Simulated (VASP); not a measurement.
## MoS2: single point with PBE

The system is MoS2.

```xyz
3
Lattice="1.5492 0.8944 5.9983 -1.5492 0.8944 5.9983 0.0000 -1.7889 5.9983" Properties=species:S:1:pos:R:3 pbc="T T T"
Mo    0.0000    0.0000    0.0000
S     0.0000    0.0000   13.4674
S     0.0000    0.0000   10.5253
```

This cell differs from its parent crystal: volume scaled by 0.94.

```json
{"Program": "VASP 6.6.1", "Task": "single point", "Functional": "PBE", "Potentials or basis": "VASP PAW PBE potentials, release 64 (Mo_sv, S)", "Cutoff": "520 eV", "k mesh": "10 × 10 × 10", "Occupations": "fermi-dirac, width 0.05 eV", "Spin": "no spin polarisation", "Dipole correction": "no", "Further INCAR settings": "ALGO = Normal; EDIFF = 1e-06; NBANDS = 20"}
```

| Quantity | Value |
| --- | --- |
| Pressure | 21.5 GPa |
| Largest force | 2.534 eV/Å |
| Band gap on the k mesh | 0.81 eV, indirect (least direct gap 2.05 eV) |

Forces on the atoms (eV/Å):
```
Mo   0.000  0.000 -0.003
S    0.000  0.000  2.534
S    0.000  0.000 -2.532
```

Stress tensor (GPa, compression positive):
```
18.67  0.00  0.00
 0.00 18.67  0.00
 0.00  0.00 27.05
```

Levels at points of the mesh, in eV from the valence-band top:
```csv
k point,band 9,band 10,band 11,band 12,band 13,band 14,band 15,band 16,band 17,band 18
"(0.00, 0.00, 0.00)",-4.19,-2.88,-2.88,-1.41,-1.38,1.96,1.96,2.60,2.60,5.43
"(0.50, 0.00, 0.00)",-5.68,-4.72,-2.55,-2.04,-1.81,1.47,2.00,3.53,3.74,5.19
"(0.50, 0.50, 0.00)",-5.39,-4.65,-3.17,-2.21,-1.62,1.41,2.13,3.04,4.22,5.95
"(0.50, 0.50, 0.50)",-4.20,-3.76,-2.85,-2.85,0.00,2.05,2.05,2.46,2.46,5.39
```

It took 2.2 min on 1 thread of Intel(R) Xeon(R) 6975P-C (Granite Rapids), on a shared host, peak memory 0.36 GiB.

Caveat: forces of over 1 eV/Å act on the atoms, so gaps and moduli don't describe the material at rest. A k mesh can miss the band edges.
